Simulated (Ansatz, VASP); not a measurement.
**WS2 in VASP and in Ansatz**

Contents of INCAR:

```
SYSTEM = WS2
PREC = Accurate
ENCUT = 520
EDIFF = 1E-6
ISMEAR = 0
SIGMA = 0.05
LREAL = .FALSE.
LASPH = .TRUE.
NELM = 80
ALGO = Normal
ISIF = 2
LWAVE = .FALSE.
LCHARG = .TRUE.
LDIPOL = .TRUE.
IDIPOL = 3
DIPOL = 0.5 0.5 0.401
GGA = PE
IVDW = 12
LELF = .TRUE.
LVHAR = .TRUE.
LVACPOTAV = .TRUE.
NBANDS = 35
```

File KPOINTS:

```
Automatic mesh
0
G
  9 9 1
  0 0 0
```

File POSCAR:

```
WS2
1.0
    3.1595457497      0.0000000000      0.0000000000
   -1.5797728749      2.7362468836      0.0000000000
    0.0000000000      0.0000000000     23.8042575719
S W
4 2
Direct
    0.3333333333      0.6666666667      0.1890418126
    0.3333333333      0.6666666667      0.3214605103
    0.3333333333      0.6666666667      0.4806757258
    0.3333333333      0.6666666667      0.6130944235
    0.6666666667      0.3333333333      0.2552511581
    0.0000000000      1.0000000000      0.5468850713
```

Input for Ansatz:

```yaml
crystal:
  lattice:
    - [3.1595457497, 0.0, 0.0]
    - [-1.5797728749, 2.7362468836, 0.0]
    - [0.0, 0.0, 23.8042575719]
  atoms:
    - { symbol: S, position: [0.3333333333, 0.6666666667, 0.1890418126] }
    - { symbol: W, position: [0.6666666667, 0.3333333333, 0.2552511581] }
    - { symbol: S, position: [0.3333333333, 0.6666666667, 0.3214605103] }
    - { symbol: S, position: [0.3333333333, 0.6666666667, 0.4806757258] }
    - { symbol: W, position: [0.0, 1.0, 0.5468850713] }
    - { symbol: S, position: [0.3333333333, 0.6666666667, 0.6130944235] }
basis:
  ecutwfc: 420
kpoints:
  mp_grid: { grid: [9, 9, 1] }
hamiltonian:
  xc: pbe
  pseudopotentials: { kind: paw, azcp: { folder: soft_1 } }
  dispersion: d3bj
scf:
  occupations: { method: gaussian, width: 0.05 }
output:
  forces: true
  eigenvalues: true
efield:
  axis: 3
  dipole_correction: true
  ramp_width: 0.04
```

Alike in both runs: task single point; functional PBE; dispersion D3(BJ); k mesh 9 × 9 × 1; occupations gaussian, width 0.05 eV; no spin polarisation.

|  | VASP | Ansatz |
| --- | --- | --- |
| version | VASP 6.6.1 | Ansatz 0.2.0 |
| potentials or method | VASP PAW PBE potentials, release 64 (S, W_sv), cutoff 520 eV | scalar-relativistic, plane waves, PAW |
| valence electrons in the cell | 52 | 52 |

```tsv
	VASP	Ansatz	Ansatz less VASP
gap on the k mesh at the Fermi level (eV)	1.84	1.82	-0.013
least direct gap on the mesh (eV)	1.92	1.92	-0.003
rms of the force components (eV/Å)	0.017	0.017	-0.0005
```

Spin-orbit coupling is off throughout.
